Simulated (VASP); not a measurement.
# GaN (F-43m) in VASP: further runs

Runs on GaN. Level: PBEsol. Tasks: single point.

Everything below comes from runs of VASP 6.6.1. Logs are shortened: lines on timing, memory, paths and dates and some standing lists are left out, and cuts for length are marked.

### 1 The cell of the first run

It takes space group F-43m (No. 216, cubic). Conventional cell: a = 4.507 Å, b = 4.507 Å, c = 4.507 Å, α = 90.00°, β = 90.00°, γ = 90.00°. Within 2.6 Å of Ga (site symmetry -43m) lie 4 N at 1.95 Å. N (site symmetry -43m) has 4 Ga at 1.95 Å within 2.6 Å.

### 2 Single point, PBEsol

File INCAR:

```
SYSTEM = GaN
PREC = Accurate
ENCUT = 520
EDIFF = 1E-6
ISMEAR = 0
SIGMA = 0.01
LREAL = .False.
LASPH = .True.
NELM = 60
ALGO = Normal
ISIF = 2
LWAVE = .False.
LCHARG = .False.
GGA = PS
NBANDS = 16
```

File KPOINTS:

```
Automatic mesh
0
Gamma
  3 3 3
  0 0 0
```

File POSCAR:

```
GaN
1.0
    0.0000000000      2.2535010000      2.2535010000
    2.2535010000      0.0000000000      2.2535010000
    2.2535010000      2.2535010000      0.0000000000
Ga N
1 1
Direct
    0.0000000000      0.0000000000      0.0000000000
    0.7500000000      0.7500000000      0.7500000000
```

Potentials or basis: VASP PAW PBE potentials, release 64 (Ga_d, N).

Run with:

```sh
> cat potpaw_PBE.64/Ga_d/POTCAR potpaw_PBE.64/N/POTCAR > POTCAR
> mpirun -np 1 vasp_std > vasp.out
```

OUTCAR:

```text
SYSTEM = GaN
   PREC = Accurate
   ENCUT = 520
   EDIFF = 1E-6
   ISMEAR = 0
   LREAL = .False.
   LASPH = .True.
   NELM = 60
   ISIF = 2
   GGA = PS

 ion  position               nearest neighbor table
   1  0.000  0.000  0.000-   2 1.95   2 1.95   2 1.95   2 1.95
   2  0.750  0.750  0.750-   1 1.95   1 1.95   1 1.95   1 1.95

  LATTYP: Found a face centered cubic cell.
 ALAT       =     4.5070020000

  Lattice vectors:

 A1 = (   0.0000000000,   2.2535010000,   2.2535010000)
 A2 = (   2.2535010000,   0.0000000000,   2.2535010000)
 A3 = (   2.2535010000,   2.2535010000,   0.0000000000)

Analysis of symmetry for initial positions (statically):
=====================================================================
 Subroutine PRICEL returns:
 Original cell was already a primitive cell.

 Routine SETGRP: Setting up the symmetry group for a
 face centered cubic supercell.

 Subroutine GETGRP returns: Found 24 space group operations
 (whereof 24 operations were pure point group operations)
 out of a pool of 48 trial point group operations.

The static configuration has the point symmetry T_d .

Analysis of symmetry for dynamics (positions and initial velocities):
=====================================================================
 Subroutine PRICEL returns:
 Original cell was already a primitive cell.

 Routine SETGRP: Setting up the symmetry group for a
 face centered cubic supercell.

 Subroutine GETGRP returns: Found 24 space group operations
 (whereof 24 operations were pure point group operations)
 out of a pool of 48 trial point group operations.

The dynamic configuration has the point symmetry T_d .

 Subroutine INISYM returns: Found 24 space group operations
 (whereof 24 operations are pure point group operations),
 and found     1 'primitive' translations

----------------------------------------------------------------------------------------

                                     Primitive cell

  volume of cell :      22.8878

  direct lattice vectors                    reciprocal lattice vectors
     0.000000000  2.253501000  2.253501000    -0.221876982  0.221876982  0.221876982
     2.253501000  0.000000000  2.253501000     0.221876982 -0.221876982  0.221876982
     2.253501000  2.253501000  0.000000000     0.221876982  0.221876982 -0.221876982

  length of vectors
     3.186931677  3.186931677  3.186931677     0.384302205  0.384302205  0.384302205

  position of ions in fractional coordinates (direct lattice)
     0.000000000  0.000000000  0.000000000
     0.750000000  0.750000000  0.750000000

  ion indices of the primitive-cell ions
   primitive index   ion index
                 1           1
                 2           2

----------------------------------------------------------------------------------------

 KPOINTS: Automatic mesh

Automatic generation of k-mesh.
 Grid dimensions read from file:
 generate k-points for:    3    3    3

 Generating k-lattice:

  Cartesian coordinates                     Fractional coordinates (reciprocal lattice)
    -0.073958994  0.073958994  0.073958994     0.333333333  0.000000000  0.000000000
     0.073958994 -0.073958994  0.073958994     0.000000000  0.333333333  0.000000000
     0.073958994  0.073958994 -0.073958994     0.000000000  0.000000000  0.333333333

  Length of vectors
     0.128100735  0.128100735  0.128100735

  Shift w.r.t. Gamma in fractional coordinates (k-lattice)
     0.000000000  0.000000000  0.000000000

 Subroutine IBZKPT returns following result:
 ===========================================

 Found      4 irreducible k-points:

 Following reciprocal coordinates:
            Coordinates               Weight
  0.000000  0.000000  0.000000      1.000000
  0.333333  0.000000  0.000000      8.000000
  0.333333  0.333333  0.000000      6.000000
 -0.333333  0.333333  0.000000     12.000000
   k-points           NKPTS =      4   k-points in BZ     NKDIM =      4   number of bands    NBANDS=     16
   number of dos      NEDOS =    301   number of ions     NIONS =      2
   total plane-waves  NPLWV =  13824
   dimension x,y,z NGX =    24 NGY =   24 NGZ =   24
   dimension x,y,z NGXF=    48 NGYF=   48 NGZF=   48
   ions per type =               1   1
   NGX,Y,Z   is equivalent  to a cutoff of  12.52, 12.52, 12.52 a.u.
   NGXF,Y,Z  is equivalent  to a cutoff of  25.04, 25.04, 25.04 a.u.
 SYSTEM =  GaN
   PREC   = accura    normal or accurate (medium, high low for compatibility)
   ISTART =      0    job   : 0-new  1-cont  2-samecut
   ICHARG =      2    charge: 1-file 2-atom 10-const
   ISPIN  =      1    spin polarized calculation?
   LNONCOLLINEAR =      F non collinear calculations
   LSORBIT =      F    spin-orbit coupling
   LASPH  =      T    aspherical Exc in radial PAW
   ENCUT  =  520.0 eV  38.22 Ry    6.18 a.u.   5.93  5.93  5.93*2*pi/ulx,y,z
   NELM   =     60;   NELMIN=  2; NELMDL= -5     # of ELM steps
   EDIFF  = 0.1E-05   stopping-criterion for ELM
   LREAL  =      F    real-space projection
   EDIFFG = 0.1E-04   stopping-criterion for IOM
   NSW    =      0    number of steps for IOM
   IBRION =     -1    ionic relax: 0-MD 1-quasi-New 2-CG
   NFREE  =      0    steps in history (QN), initial steepest desc. (CG)
   ISIF   =      2    stress and relaxation
   ISYM   =      2    0-nonsym 1-usesym 2-fastsym
   POTIM  = 0.5000    time-step for ionic-motion
   TEBEG  =    0.0;   TEEND  =   0.0 temperature during run
   PSTRESS=    0.0 pullay stress
   NELECT =      18.0000    total number of electrons
   NUPDOWN=      -1.0000    fix difference up-down
   EMIN   =  10.00;   EMAX   =-10.00  energy-range for DOS
   EFERMI =   0.00;   METHOD = LEGACY
   ISMEAR =     0;   SIGMA  =   0.01  broadening in eV -4-tet -1-fermi 0-gaus
   EFERMI_NEDOS =   21; number of points for ismear=-14 and -15
   IALGO  =     38    algorithm
   IMIX   =      4    mixing-type and parameters
     AMIX     =   0.40;   BMIX     =  1.00
     AMIX_MAG =   1.60;   BMIX_MAG =  1.00
  volume/ion in A,a.u.               =      11.44        77.23
  Fermi-wavevector in a.u.,A,eV,Ry     =   1.511116  2.855596 31.068532  2.283473
  Thomas-Fermi vector in A             =   2.621216
   LORBIT       =      0    0 simple, 1 ext, 2 COOP (PROOUT), +10 PAW based schemes
   GGA     = PS    functional components
   LHFCALC =     F    Hartree Fock is set to
   AEXX    =    0.0000 exact exchange contribution
   IVDW    =     0    specifies the selected vdW correction
   LEPSILON=     F    determine dielectric tensor
   LRPA    =     F    only Hartree local field effects (RPA)
 non-spin polarized calculation
 Gauss-broadening in eV      SIGMA  =   0.01
  energy-cutoff  :      520.00
  volume of cell :       22.89
 maximum number of plane-waves:       624
   NGX = 11   NGY = 11   NGZ = 11

 number of electron      18.0000004 magnetization

 Free energy of the ion-electron system (eV)
  ---------------------------------------------------
  ext. energy  EPLUGINS =         0.00000000
  ---------------------------------------------------
  free energy    TOTEN  =       -12.81581243 eV

  energy without entropy =      -12.81581243  energy(sigma->0) =      -12.81581243

 E-fermi :   5.4180     XC(G=0): -11.8693

 val. band max:        5.3185521031   @ k =   0.0000   0.0000   0.0000
 cond. band min:       6.9246620737   @ k =   0.0000   0.0000   0.0000
 fundamental gap:      1.6061099705
 Fermi energy:         5.4179718021

 k-point     1 :       0.0000    0.0000    0.0000
  band No.  band energies     occupation
      1     -10.6624      2.00000
      2      -8.2579      2.00000
      3      -8.2579      2.00000
      4      -8.2579      2.00000
      5      -7.9403      2.00000
      6      -7.9403      2.00000
      7       5.3186      2.00000
      8       5.3186      2.00000
      9       5.3186      2.00000
     10       6.9247      0.00000
     11      15.3661      0.00000
     12      15.3661      0.00000
     13      15.3661      0.00000
     14      22.5690      0.00000
     15      23.8533      0.00000
     16      23.8533      0.00000

 k-point     2 :       0.3333    0.0000    0.0000
  band No.  band energies     occupation
      1      -9.8956      2.00000
      2      -8.1792      2.00000
      3      -8.1792      2.00000
      4      -7.9190      2.00000
      5      -7.9189      2.00000
      6      -7.4449      2.00000
      7      -0.1602      2.00000
      8       4.5456      2.00000
      9       4.5456      2.00000
     10       9.6250      0.00000
     11      13.7920      0.00000
     12      15.7056      0.00000
     13      15.7056      0.00000
     14      20.6180      0.00000
     15      22.7233      0.00000
     16      22.7233      0.00000

 k-point     3 :       0.3333    0.3333    0.0000
  band No.  band energies     occupation
      1      -9.7174      2.00000
      2      -8.1303      2.00000
      3      -8.0368      2.00000
      4      -8.0368      2.00000
      5      -7.8820      2.00000
      6      -7.1906      2.00000
      7       0.5673      2.00000
      8       3.1381      2.00000
      9       3.1381      2.00000
     10       9.3203      0.00000
     11      12.0937      0.00000
     12      16.2376      0.00000
     13      18.0342      0.00000
     14      18.0342      0.00000
     15      27.5064      0.00000
     16      27.6140      0.00000

 k-point     4 :      -0.3333    0.3333    0.0000
  band No.  band energies     occupation
      1      -9.6137      2.00000
      2      -8.1496      2.00000
      3      -8.0340      2.00000
      4      -7.9863      2.00000
      5      -7.9218      2.00000
      6      -6.1070      2.00000
      7      -0.6768      2.00000
      8       0.8824      2.00000
      9       3.4525      2.00000
     10      10.8051      0.00000
     11      13.0589      0.00000
     12      15.6276      0.00000
     13      17.3975      0.00000
     14      19.6846      0.00000
     15      23.9848      0.00000
     16      27.9382      0.00000

------------------------ aborting loop because EDIFF is reached ----------------------------------------

  FORCE on cell =-STRESS in cart. coord.  units (eV):
  Direction    XX          YY          ZZ          XY          YZ          ZX
  --------------------------------------------------------------------------------------
  -------------------------------------------------------------------------------------
  Total       -0.1391649     -0.1391649     -0.1391649     -0.0000000      0.0000000      0.0000000
  in kB       -9.7417522     -9.7417522     -9.7417522     -0.0000000      0.0000000      0.0000000
  external PRESSURE =      -9.7417522 kB  Pullay stress =       0.0000000 kB

 VOLUME and BASIS-vectors are now :
 -----------------------------------------------------------------------------
  energy-cutoff  :      520.00
  volume of cell :       22.89
      direct lattice vectors                 reciprocal lattice vectors
     0.000000000  2.253501000  2.253501000    -0.221876982  0.221876982  0.221876982
     2.253501000  0.000000000  2.253501000     0.221876982 -0.221876982  0.221876982
     2.253501000  2.253501000  0.000000000     0.221876982  0.221876982 -0.221876982

 POSITION                                       TOTAL-FORCE (eV/Angst)
 -----------------------------------------------------------------------------------
      0.00000      0.00000      0.00000        -0.000000     -0.000000     -0.000000
      3.38025      3.38025      3.38025         0.000000      0.000000      0.000000
 -----------------------------------------------------------------------------------
    total drift:                               -0.000001     -0.000001     -0.000001

  FREE ENERGIE OF THE ION-ELECTRON SYSTEM (eV)
  ---------------------------------------------------
  free  energy   TOTEN  =       -12.8158124260 eV

  energy  without entropy=      -12.8158124260  energy(sigma->0) =      -12.81581243
```

Run time: 6.5 s. Hardware: 1 thread of Intel Xeon 8259CL, shared host; peak memory 0.13 GiB.

Results:

| Quantity | Value |
| --- | --- |
| Free energy | -12.8158 eV |
| Pressure | -1.0 GPa |
| Band gap on the k mesh | 1.61 eV, direct |

Caveat: the k points lie up to 0.80 Å⁻¹ apart; the PAW data sets were made with another functional, which shifts forces and pressure a little. Expect the measured gap to be larger: semilocal functionals such as PBEsol lack the derivative discontinuity.

### 3 Single point, PBEsol

File INCAR:

```
SYSTEM = GaN
PREC     = Accurate       ! precision mode
ENCUT    = 520            ! plane-wave cutoff, eV
EDIFF    = 1E-6           ! SCF threshold, eV
ISMEAR   = 0              ! smearing method
SIGMA    = 0.01           ! smearing width, eV
LREAL    = .False.        ! projectors in reciprocal space
LASPH    = .True.         ! aspherical terms in the spheres
NELM     = 100            ! most SCF steps
ALGO     = Normal         ! electronic algorithm
ISIF     = 2              ! what is computed and relaxed
LWAVE    = .False.        ! write WAVECAR
LCHARG   = .True.         ! write CHGCAR
GGA      = PS             ! functional
LELF     = .True.         ! ELF
LVHAR    = .True.       
NBANDS   = 16             ! bands
```

File KPOINTS:

```
Automatic mesh
0
Gamma
  5 5 5
  0 0 0
```

POSCAR is that of step 2.

Potentials or basis: VASP PAW PBE potentials, release 64 (Ga_d, N).

Run with:

```sh
> cat potpaw_PBE.64/Ga_d/POTCAR potpaw_PBE.64/N/POTCAR > POTCAR
> mpirun -np 1 vasp_std > vasp.out
```

Wall time 9.1 s (1 thread of Intel Xeon 8259CL, shared host); peak memory 0.14 GiB.

It converged, with:

| Quantity | Value |
| --- | --- |
| Free energy | -13.1052 eV |
| Pressure | -1.4 GPa |
| Band gap on the k mesh | 1.68 eV, direct |

Levels at points of the mesh, in eV from the valence-band top:
| k point | band 7 | band 8 | band 9 | band 10 | band 11 | band 12 |
| --- | --- | --- | --- | --- | --- | --- |
| (0.00, 0.00, 0.00) | 0.00 | 0.00 | 0.00 | 1.68 | 10.19 | 10.19 |

Caveat: the k points lie up to 0.48 Å⁻¹ apart; the PAW data sets were made with another functional, which shifts forces and pressure a little. PBEsol gaps usually lie below the measured ones, often by a third to a half.

(Continued in part 2 of 2.)
